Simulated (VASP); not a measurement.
A run of VASP 6.6.1 is set up as follows.

File INCAR:

```
  ALGO = Normal
  EDIFF = 1E-8
  ENCUT = 520
  GGA = PE
  ISIF = 2
  ISMEAR = -1
  LASPH = True
  LCHARG = False
  LEFG = True
  LREAL = False
  LWAVE = False
  NBANDS = 11
  NELM = 60
  PREC = Accurate
  SIGMA = 0.03
```

Contents of KPOINTS:

```
k-points
0
Gamma
  13 13 13
```

File POSCAR:

```
Hf
1.0
    0.0666000000      2.2533000000      2.2533000000
    2.2533000000      0.0666000000      2.2533000000
    2.2533000000      2.2533000000      0.0666000000
Hf
1
Direct
    0.0000000000      0.0000000000      0.0000000000
```

Potentials or basis: VASP PAW PBE potentials, release 64 (Hf_pv).

Launch:

```sh
$ cat potpaw_PBE.64/Hf_pv/POTCAR > POTCAR
$ mpirun -np 1 vasp_std > vasp.out
```

(1) Estimate the pressure.

(2) Predict the band gap on the k mesh.

Results:

(1) 3.0 GPa.

(2) zero (band 5 reaches 5.92 eV, above the bottom of band 6 at 4.32 eV).

Caveat: the cell differs from its parent crystal (equal xy, yz and zx shear strains of +3 %); without QUAD_EFG the Cq values of the log hold for a quadrupole moment of 1 mb, not for the nuclei; spin-orbit coupling is left out, which moves the levels of the heavy elements.
